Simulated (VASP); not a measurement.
# Na (Pm-3m) in VASP: further runs, part 2 of 2

VASP 6.6.1. The steps go on from the part before.

### Step 4. Single point, r2SCAN (36.74 Å³/atom)

This run uses another cell than the first one, of 36.74 Å³/atom.

POSCAR reads:

```
Na
1.0
    3.3244992484      0.0000000000      0.0000000000
    0.0000000000      3.3244992484      0.0000000000
    0.0000000000      0.0000000000      3.3244992484
Na
1
Direct
    0.0000000000      0.0000000000      0.0000000000
```

INCAR.step1 reads:

```
SYSTEM = Na
  PREC = Accurate
  ENCUT = 520
  ISMEAR = -1
  SIGMA = 0.1
  LREAL = .False.
  LASPH = .True.
  NELM = 100
  NBANDS = 10
  GGA = PE
  ALGO = Normal
  EDIFF = 1E-4
  LWAVE = .True.
  LCHARG = .False.
```

INCAR.step2 reads:

```
SYSTEM = Na
  PREC = Accurate
  ENCUT = 520
  EDIFF = 1E-7
  ISMEAR = -1
  SIGMA = 0.1
  LREAL = .False.
  LASPH = .True.
  NELM = 100
  ALGO = Normal
  ISIF = 2
  LWAVE = .False.
  LCHARG = .False.
  METAGGA = R2SCAN
  LMIXTAU = .True.
  NBANDS = 10
  ISTART = 1
```

KPOINTS reads:

```
regular mesh
0
Gamma
  10 10 10
  0 0 0
```

Started as:

```console
cat potpaw_PBE.64/Na_pv/POTCAR > POTCAR
cp INCAR.step1 INCAR
mpirun -np 1 vasp_std > vasp.out
cp INCAR.step2 INCAR
mpirun -np 1 vasp_std > vasp.out
```

Run time: 2.5 min. Hardware: 1 thread of AMD EPYC 7R13, shared host; peak memory 0.13 GiB.

The run converged. Its results:

- Free energy: -3.4309 eV
- Pressure: 0.6 GPa
- Band gap on the k mesh: zero (an odd number of electrons rules out a gap without spin polarisation)

Levels at points of the mesh, in eV from the Fermi level:
| k point | band 1 | band 2 | band 3 | band 4 | band 5 | band 6 | band 7 | band 8 |
| --- | --- | --- | --- | --- | --- | --- | --- | --- |
| (0.00, 0.00, 0.00) | -26.27 | -26.27 | -26.27 | -3.55 | 8.95 | 8.95 | 10.83 | 10.83 |
| (0.50, 0.00, 0.00) | -26.33 | -26.26 | -26.26 | -0.16 | 0.40 | 11.46 | 13.14 | 13.14 |
| (0.50, 0.50, 0.00) | -26.32 | -26.32 | -26.26 | 3.24 | 3.30 | 3.30 | 4.90 | 15.68 |
| (0.50, 0.50, 0.50) | -26.31 | -26.31 | -26.31 | 6.27 | 6.27 | 6.27 | 6.86 | 6.86 |

Caveat: the PAW data sets were made with another functional, which shifts forces and pressure a little.

### Step 5. Single point, r2SCAN (38.34 Å³/atom)

This run uses another cell than the first one, of 38.34 Å³/atom.

POSCAR reads:

```
Na
1.0
    3.3719985122      0.0000000000      0.0000000000
    0.0000000000      3.3719985122      0.0000000000
    0.0000000000      0.0000000000      3.3719985122
Na
1
Direct
    0.0000000000      0.0000000000      0.0000000000
```

INCAR.step1 reads:

```
SYSTEM = Na
PREC = Accurate ; ENCUT = 520
ISMEAR = -1 ; SIGMA = 0.1
LREAL = .False. ; LASPH = .True.
NELM = 60 ; NBANDS = 10
GGA = PE ; ALGO = Normal
EDIFF = 1E-4 ; LWAVE = .True.
LCHARG = .False.
```

INCAR.step2 reads:

```
SYSTEM = Na
PREC = Accurate ; ENCUT = 520
EDIFF = 1E-7 ; ISMEAR = -1
SIGMA = 0.1 ; LREAL = .False.
LASPH = .True. ; NELM = 60
ALGO = Normal ; ISIF = 2
LWAVE = .False. ; LCHARG = .False.
METAGGA = R2SCAN ; LMIXTAU = .True.
NBANDS = 10 ; ISTART = 1
```

KPOINTS reads:

```
Automatic mesh
0
Gamma
  10 10 10
  0 0 0
```

Potentials or basis: VASP PAW PBE potentials, release 64 (Na_pv).

Started as:

```console
cat potpaw_PBE.64/Na_pv/POTCAR > POTCAR
cp INCAR.step1 INCAR
mpirun -np 1 vasp_std > vasp.out
cp INCAR.step2 INCAR
mpirun -np 1 vasp_std > vasp.out
```

OUTCAR:

```text
SYSTEM = Na
   PREC = Accurate
   ENCUT = 520
   EDIFF = 1E-7
   ISMEAR = -1
   LREAL = .False.
   LASPH = .True.
   NELM = 60
   ISIF = 2
   METAGGA = R2SCAN
   ISTART = 1

 ion  position               nearest neighbor table
   1  0.000  0.000  0.000-

  LATTYP: Found a simple cubic cell.
 ALAT       =     3.3719985122

  Lattice vectors:

 A1 = (   3.3719985122,   0.0000000000,   0.0000000000)
 A2 = (   0.0000000000,   3.3719985122,   0.0000000000)
 A3 = (   0.0000000000,   0.0000000000,   3.3719985122)

Analysis of symmetry for initial positions (statically):
=====================================================================
 Subroutine PRICEL returns:
 Original cell was already a primitive cell.

 Routine SETGRP: Setting up the symmetry group for a
 simple cubic supercell.

 Subroutine GETGRP returns: Found 48 space group operations
 (whereof 48 operations were pure point group operations)
 out of a pool of 48 trial point group operations.

The static configuration has the point symmetry O_h .

Analysis of symmetry for dynamics (positions and initial velocities):
=====================================================================
 Subroutine PRICEL returns:
 Original cell was already a primitive cell.

 Routine SETGRP: Setting up the symmetry group for a
 simple cubic supercell.

 Subroutine GETGRP returns: Found 48 space group operations
 (whereof 48 operations were pure point group operations)
 out of a pool of 48 trial point group operations.

The dynamic configuration has the point symmetry O_h .

 Subroutine INISYM returns: Found 48 space group operations
 (whereof 48 operations are pure point group operations),
 and found     1 'primitive' translations

----------------------------------------------------------------------------------------

                                     Primitive cell
[... 105 lines left out ...]
   EFERMI_NEDOS =   21; number of points for ismear=-14 and -15
   IALGO  =     38    algorithm
   IMIX   =      4    mixing-type and parameters
     AMIX     =   0.40;   BMIX     =  1.00
     AMIX_MAG =   1.60;   BMIX_MAG =  1.00
  volume/ion in A,a.u.               =      38.34       258.74
  Fermi-wavevector in a.u.,A,eV,Ry     =   0.928724  1.755034 11.735417  0.862529
  Thomas-Fermi vector in A             =   2.054931
   LORBIT       =      0    0 simple, 1 ext, 2 COOP (PROOUT), +10 PAW based schemes
   METAGGA = R2SCAN    functional components
   LHFCALC =     F    Hartree Fock is set to
   AEXX    =    0.0000 exact exchange contribution
   IVDW    =     0    specifies the selected vdW correction
   LEPSILON=     F    determine dielectric tensor
   LRPA    =     F    only Hartree local field effects (RPA)
 non-spin polarized calculation
  energy-cutoff  :      520.00
  volume of cell :       38.34
 maximum number of plane-waves:      1064
 NGX is ok and might be reduce to    28
   NGX = 13   NGY = 13   NGZ = 13

 number of electron       7.0000004 magnetization

 Free energy of the ion-electron system (eV)
  ---------------------------------------------------
  ext. energy  EPLUGINS =         0.00000000
  ---------------------------------------------------
  free energy    TOTEN  =        -3.43518213 eV

  energy without entropy =       -3.42039915  energy(sigma->0) =       -3.42779064

 E-fermi :   0.3176     XC(G=0):  -6.8208

 val. band max:        0.3108680838   @ k =   0.5000   0.1000   0.0000
 cond. band min:       0.3937678564   @ k =   0.4000   0.3000   0.0000
 fundamental gap:      0.0828997726
 Fermi energy:         0.3176126425

 k-point     1 :       0.0000    0.0000    0.0000
  band No.  band energies     occupation
      1     -25.9726      2.00000
      2     -25.9726      2.00000
      3     -25.9726      2.00000
      4      -3.1476      2.00000
      5       9.0813      0.00000
      6       9.0813      0.00000
      7      10.8558      0.00000
      8      10.8558      0.00000
      9      10.8558      0.00000
     10      14.2610      0.00000
[... 287 lines left out ...]
 k-point    24 :       0.3000    0.1000    0.1000
  band No.  band energies     occupation
      1     -26.0056      2.00000
      2     -25.9743      2.00000
      3     -25.9739      2.00000
      4      -1.5601      2.00000
      5       3.9637      0.00000
      6       8.6602      0.00000
      7      10.1770      0.00000
      8      13.2442      0.00000
      9      15.0209      0.00000
     10      15.0328      0.00000

 [... further k-points ...]
[... 5 lines left out ...]
  --------------------------------------------------------------------------------------
  -------------------------------------------------------------------------------------
  Total        0.0864061      0.0864061      0.0864061     -0.0000000      0.0000000     -0.0000000
  in kB        3.6107108      3.6107108      3.6107108     -0.0000000      0.0000000     -0.0000000
  external PRESSURE =       3.6107108 kB  Pullay stress =       0.0000000 kB

 VOLUME and BASIS-vectors are now :
 -----------------------------------------------------------------------------
  energy-cutoff  :      520.00
  volume of cell :       38.34
      direct lattice vectors                 reciprocal lattice vectors
     3.371998512  0.000000000  0.000000000     0.296560036  0.000000000  0.000000000
     0.000000000  3.371998512  0.000000000     0.000000000  0.296560036  0.000000000
     0.000000000  0.000000000  3.371998512     0.000000000  0.000000000  0.296560036

 POSITION                                       TOTAL-FORCE (eV/Angst)
 -----------------------------------------------------------------------------------
      0.00000      0.00000      0.00000         0.000000      0.000000      0.000000
 -----------------------------------------------------------------------------------
    total drift:                               -0.000000      0.000000     -0.000000

  FREE ENERGIE OF THE ION-ELECTRON SYSTEM (eV)
  ---------------------------------------------------
  free  energy   TOTEN  =        -3.4351821258 eV

  energy  without entropy=       -3.4203991509  energy(sigma->0) =       -3.42779064
```

OUTCAR.step1:

```text
SYSTEM = Na
   PREC = Accurate
   ENCUT = 520
   ISMEAR = -1
   LREAL = .False.
   LASPH = .True.
[... 529 lines left out ...]
 -----------------------------------------------------------------------------------
      0.00000      0.00000      0.00000         0.000000      0.000000      0.000000
 -----------------------------------------------------------------------------------
    total drift:                               -0.000000      0.000000     -0.000000

  FREE ENERGIE OF THE ION-ELECTRON SYSTEM (eV)
  ---------------------------------------------------
  free  energy   TOTEN  =        -1.2004669594 eV

  energy  without entropy=       -1.1847078354  energy(sigma->0) =       -1.19258740
```

OSZICAR.step1:

```text
N       E                     dE             d eps       ncg     rms          rms(c)
DAV:   1     0.252467472676E+02    0.25247E+02   -0.37953E+03  1128   0.576E+02
DAV:   2    -0.644350327726E+00   -0.25891E+02   -0.25785E+02  1168   0.138E+02
DAV:   3    -0.119852893790E+01   -0.55418E+00   -0.55372E+00  1368   0.228E+01
DAV:   4    -0.120307908609E+01   -0.45501E-02   -0.45498E-02  1344   0.197E+00
DAV:   5    -0.120314794484E+01   -0.68859E-04   -0.68858E-04  1274   0.236E-01    0.226E-01
DAV:   6    -0.120167252229E+01    0.14754E-02   -0.62087E-04  1352   0.300E-01    0.153E-01
DAV:   7    -0.120047865989E+01    0.11939E-02   -0.13945E-03  1312   0.366E-01    0.189E-02
DAV:   8    -0.120046695938E+01    0.11701E-04   -0.74327E-05   734   0.141E-01
   1 F= -.12004670E+01 E0= -.11925874E+01  d E =-.157591E-01
```

Wall time 2.7 min (1 thread of AMD EPYC 7R13, shared host); peak memory 0.13 GiB.

Results:

* Free energy: -3.4352 eV
* Pressure: 0.4 GPa
* Band gap on the k mesh: zero (an odd number of electrons rules out a gap without spin polarisation)

Caveat: the PAW data sets were made with another functional, which shifts forces and pressure a little.

### Step 6. Overview

| cell | k mesh | gap on the mesh (eV) | pressure (GPa) |
| --- | --- | --- | --- |
| a = 3.418 Å, 1 atom | 9 × 9 × 9 | none | 0.0 |
| a = 3.276 Å, 1 atom | 10 × 10 × 10 | none | 0.9 |
| a = 3.324 Å, 1 atom | 10 × 10 × 10 | none | 0.6 |
| a = 3.372 Å, 1 atom | 10 × 10 × 10 | none | 0.4 |

Alike in all rows: task single point; level r2SCAN; potentials or basis VASP PAW PBE potentials, release 64 (Na_pv); no spin polarisation; cutoff (eV) 520; smearing fermi-dirac 0.1 eV.

Caveats: the PAW data sets were made with another functional, which shifts forces and pressure a little.

Absolute energies hang on the potentials; compare differences alone.
